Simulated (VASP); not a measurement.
# KF (Fm-3m) in VASP: further runs, part 2 of 2

VASP 6.6.1. The steps go on from the part before.

## Step 3: G0W0 quasiparticle levels, PBE

File POSCAR:

```
KF
1.0
    0.0000000000      2.6589605554      2.6589605554
    2.6589605554      0.0000000000      2.6589605554
    2.6589605554      2.6589605554      0.0000000000
K F
1 1
Direct
    0.0000000000      0.0000000000      0.0000000000
    0.5000000000      0.5000000000      0.5000000000
```

File INCAR.step1:

```
SYSTEM = KF
PREC = Accurate
ENCUT = 500
EDIFF = 1E-8
ISMEAR = 0
SIGMA = 0.01
LREAL = .False.
LASPH = .True.
NELM = 60
ALGO = Normal
LWAVE = .True.
LCHARG = .False.
GGA = PE
```

File INCAR.step2:

```
SYSTEM = KF
PREC = Accurate
ENCUT = 500
EDIFF = 1E-8
ISMEAR = 0
SIGMA = 0.01
LREAL = .False.
LASPH = .True.
NELM = 1
ALGO = Exact
LWAVE = .True.
LCHARG = .False.
GGA = PE
NBANDS = 69
LOPTICS = .True.
ISTART = 1
```

File INCAR.step3:

```
SYSTEM = KF
PREC = Accurate
ENCUT = 500
EDIFF = 1E-8
ISMEAR = 0
SIGMA = 0.01
LREAL = .False.
LASPH = .True.
ALGO = EVGW0
LWAVE = .False.
LCHARG = .False.
GGA = PE
NELMGW = 1
NBANDS = 69
ENCUTGW = 80.0
NOMEGA = 96
PRECFOCK = Fast
ISTART = 1
NBANDSGW = 16
OMEGAMAX = 20
```

File KPOINTS:

```
Automatic mesh
0
Gamma
  4 4 4
  0 0 0
```

Potentials or basis: VASP PAW PBE potentials, release 64 (K_sv_GW, F_GW).

Launch:

```sh
> cat potpaw_PBE.64/K_sv_GW/POTCAR potpaw_PBE.64/F_GW/POTCAR > POTCAR
> cp INCAR.step1 INCAR
> mpirun -np 1 vasp_std > vasp.out
> cp INCAR.step2 INCAR
> mpirun -np 1 vasp_std > vasp.out
> cp INCAR.step3 INCAR
> mpirun -np 1 vasp_std > vasp.out
```

OUTCAR:

```text
SYSTEM = KF
   PREC = Accurate
   ENCUT = 500
   EDIFF = 1E-8
   ISMEAR = 0
   LREAL = .False.
   LASPH = .True.
   GGA = PE
   NELMGW = 1
   ENCUTGW = 80.0
   PRECFOCK = Fast
   ISTART = 1

 ion  position               nearest neighbor table
   1  0.000  0.000  0.000-   2 2.66   2 2.66   2 2.66   2 2.66   2 2.66   2 2.66
   2  0.500  0.500  0.500-   1 2.66   1 2.66   1 2.66   1 2.66   1 2.66   1 2.66

  LATTYP: Found a face centered cubic cell.
 ALAT       =     5.3179211108

  Lattice vectors:

 A1 = (   0.0000000000,   2.6589605554,   2.6589605554)
 A2 = (   2.6589605554,   0.0000000000,   2.6589605554)
 A3 = (   2.6589605554,   2.6589605554,   0.0000000000)

Analysis of symmetry for initial positions (statically):
=====================================================================
 Subroutine PRICEL returns:
 Original cell was already a primitive cell.

 Routine SETGRP: Setting up the symmetry group for a
 face centered cubic supercell.

 Subroutine GETGRP returns: Found 48 space group operations
 (whereof 48 operations were pure point group operations)
 out of a pool of 48 trial point group operations.

The static configuration has the point symmetry O_h .

Analysis of symmetry for dynamics (positions and initial velocities):
=====================================================================
 Subroutine PRICEL returns:
 Original cell was already a primitive cell.

 Routine SETGRP: Setting up the symmetry group for a
 face centered cubic supercell.
[... 80 lines left out ...]
   ISTART =      1    job   : 0-new  1-cont  2-samecut
   ICHARG =      0    charge: 1-file 2-atom 10-const
   ISPIN  =      1    spin polarized calculation?
   LNONCOLLINEAR =      F non collinear calculations
   LSORBIT =      F    spin-orbit coupling
   LASPH  =      T    aspherical Exc in radial PAW
   ENCUT  =  500.0 eV  36.75 Ry    6.06 a.u.   6.86  6.86  6.86*2*pi/ulx,y,z
   NELM   =     60;   NELMIN=  2; NELMDL=  0     # of ELM steps
   EDIFF  = 0.1E-07   stopping-criterion for ELM
   LREAL  =      F    real-space projection
   EDIFFG = 0.1E-06   stopping-criterion for IOM
   NSW    =      0    number of steps for IOM
   IBRION =     -1    ionic relax: 0-MD 1-quasi-New 2-CG
   NFREE  =      0    steps in history (QN), initial steepest desc. (CG)
   ISIF   =      0    stress and relaxation
   ISYM   =      3    0-nonsym 1-usesym 2-fastsym
   POTIM  = 0.5000    time-step for ionic-motion
   TEBEG  =    0.0;   TEEND  =   0.0 temperature during run
   PSTRESS=    0.0 pullay stress
   NELECT =      16.0000    total number of electrons
   NUPDOWN=      -1.0000    fix difference up-down
   EMIN   =  10.00;   EMAX   =-10.00  energy-range for DOS
   EFERMI =   0.00;   METHOD = LEGACY
   ISMEAR =     0;   SIGMA  =   0.01  broadening in eV -4-tet -1-fermi 0-gaus
   EFERMI_NEDOS =   21; number of points for ismear=-14 and -15
   IALGO  =     38    algorithm
   IMIX   =      4    mixing-type and parameters
     AMIX     =   0.40;   BMIX     =  1.00
     AMIX_MAG =   1.60;   BMIX_MAG =  1.00
  volume/ion in A,a.u.               =      18.80       126.86
  Fermi-wavevector in a.u.,A,eV,Ry     =   1.231382  2.326975 20.630549  1.516303
  Thomas-Fermi vector in A             =   2.366194
   LORBIT       =      0    0 simple, 1 ext, 2 COOP (PROOUT), +10 PAW based schemes
   GGA     = PE    functional components
   LHFCALC =     T    Hartree Fock is set to
   PRECFOCK=fast      Normal, Fast or Accurate (Low or Medium for compatibility)
   ENCUT4O =  -1.0   cutoff for four orbital integrals eV
   NKREDX  =     1    reduce k-point grid by
   NKREDY  =     1    reduce k-point grid by
   NKREDZ  =     1    reduce k-point grid by
   AEXX    =    1.0000 exact exchange contribution
   HFSCREEN=    0.0000 screening length (either q_TF or 0.3 A-1)
   HFSCREENC=   0.0000 screening length for correlation (either q_TF or 0.3 A-1)
   ENCUTFOCK=  -1.0 apply spherical cutoff to Coloumb kernel
   IVDW    =     0    specifies the selected vdW correction
   LEPSILON=     F    determine dielectric tensor
   LRPA    =     F    only Hartree local field effects (RPA)
   LRPAFORCE           =     F    calculate RPA forces
   ENCUTGW             =  80.0    cutoff for response function in eV
   ENCUTGWSOFT         =  64.0    soft cutoff for Coulomb kernel in GW response function in eV
   ENCUTLF             =  -1.0    cutoff for local field effects
   NELMGW              =     1    number of iterations in solving QP/BSE equation
   NELMHF              =     1    number of iterations in the inner HF iteration
   NKREDLFX            =     1    NKREDLFY  =   1   NKREDLFZ  =   1
 non-spin polarized calculation
 Gauss-broadening in eV      SIGMA  =   0.01
  energy-cutoff  :      500.00
  volume of cell :       37.60
 maximum number of plane-waves:       982
  NGX = 16; NGY = 16; NGZ = 16
   NGX = 13   NGY = 13   NGZ = 13
 maximum number of plane-waves:        70
 NGX is ok and might be reduce to    14

 QP shifts <psi_nk| G(iteration)W_0 |psi_nk>: iteration 1
 for sc-GW calculations column KS-energies equals QP-energies in previous step
 and V_xc(KS)=  KS-energies - (<T + V_ion + V_H > + <T+V_H+V_ion>^1  + <V_x>^1)

 k-point   1 :       0.0000    0.0000    0.0000
  band No.  KS-energies  QP-energies   sigma(KS)   V_xc(KS)     V^pw_x(r,r')   Z            occupation Imag(sigma)

      1     -26.4459     -28.8248     -22.0853     -18.4221     -30.7057       0.6494       2.0000       0.3943
      2     -19.0221     -23.3195     -28.7779     -23.0026     -37.0215       0.7441       2.0000       0.6145
      3      -9.6851     -12.9962     -21.9790     -18.0588     -24.9291       0.8446       2.0000       0.0564
      4      -9.6851     -12.9962     -21.9790     -18.0588     -24.9291       0.8446       2.0000       0.0564
      5      -9.6851     -12.9962     -21.9790     -18.0588     -24.9291       0.8446       2.0000       0.0564
      6      -0.3675      -2.7647     -24.7884     -21.7649     -29.5448       0.7928       2.0000       0.0599
[... 135 lines left out ...]
      2     -19.0695     -23.6157     -28.7549     -22.9632     -37.0124       0.7850       2.0000       0.6439
      3     -10.0894     -13.4665     -21.4624     -17.4614     -24.4751       0.8441       2.0000       0.0758
      4     -10.0894     -13.4665     -21.4624     -17.4614     -24.4751       0.8441       2.0000       0.0758
      5      -9.7745     -13.0894     -21.9071     -17.9592     -24.8305       0.8397       2.0000       0.0476
      6      -0.7799      -3.2461     -23.9518     -20.8131     -28.6147       0.7857       2.0000       0.0621
[... 8 lines left out ...]
     15      15.7520      18.4212      -8.8442     -12.0360      -5.3871       0.8363       0.0000      -0.0766
     16      15.7520      18.4212      -8.8442     -12.0360      -5.3871       0.8363       0.0000      -0.0766
```

OUTCAR.step2:

```text
SYSTEM = KF
   PREC = Accurate
   ENCUT = 500
   EDIFF = 1E-8
[... 721 lines left out ...]
  --------------------------------------------------------------------------------------------------------------
     0.00000     2.10656     2.10656     2.10656    -0.00000     0.00000     0.00000
     1.25707     2.11672     2.11672     2.11672    -0.00000     0.00000     0.00000
     2.51414     2.14974     2.14974     2.14974    -0.00000     0.00000     0.00000
     3.77121     2.21424     2.21424     2.21424    -0.00000     0.00000     0.00000
     5.02828     2.33919     2.33919     2.33919    -0.00000     0.00000     0.00000
     6.28534     2.46515     2.46515     2.46515    -0.00000     0.00000     0.00000
[... 92 lines left out ...]
   123.19275     0.96743     0.96743     0.96743     0.00000     0.00000    -0.00000
   124.44982     0.96817     0.96817     0.96817     0.00000     0.00000    -0.00000
```

It took 74 s on 1 thread of Intel Xeon Platinum 8488C (Sapphire Rapids), shared host; peak memory 0.35 GiB.

Results:

```
Quasiparticle gap                                   : 9.70 eV
Least direct quasiparticle gap                      : 9.70 eV
Band gap of the starting levels on the mesh         : 6.26 eV
Least direct gap of the starting levels on the mesh : 6.26 eV
```

Caveat: the k points lie up to 0.51 Å⁻¹ apart; bands, screening cutoff and mesh are small and nothing is extrapolated, so the quasiparticle values aren't converged.
